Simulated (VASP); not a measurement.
BeS (pbe), 2 atoms in the cell. The structure is cubic, space group F-43m (No. 216). The conventional cell has a = 4.870 Å, b = 4.870 Å, c = 4.870 Å, α = 90.00°, β = 90.00°, γ = 90.00°. Be (site symmetry -43m) has 4 S at 2.11 Å within 2.8 Å. Within 2.8 Å of S (site symmetry -43m) lie 4 Be at 2.11 Å. 

| Property | Result |
| --- | --- |
| Program | VASP 6.6.1 |
| Task | relaxation of cell and atoms |
| Functional | PBE |
| Potentials or basis | VASP PAW PBE potentials, release 64 (Be, S) |
| Cutoff | 600 eV |
| k mesh | 8 × 8 × 8 |
| Occupations | gaussian, width 0.02 eV |
| Spin | no spin polarisation |
| Dipole correction | no |
| Further INCAR settings | ALGO = Normal; EDIFF = 1e-07; IBRION = 2; EDIFFG = -0.002; NSW = 100; ISIF = 3 |

Potentials or basis: VASP PAW PBE potentials, release 64 (Be, S).

Command:

```console
$ cat potpaw_PBE.64/Be/POTCAR potpaw_PBE.64/S/POTCAR > POTCAR
$ mpirun -np 1 vasp_std > vasp.out
```

Hardware: 1 thread of Intel(R) Xeon(R) 6975P-C (Granite Rapids), on a shared host.

Task: Estimate the wall time of this run.

Result: It took 8.2 s on 1 thread of Intel(R) Xeon(R) 6975P-C (Granite Rapids), on a shared host, peak memory 0.15 GiB. Counts: scf iterations 28, k points 29, ion steps 3.
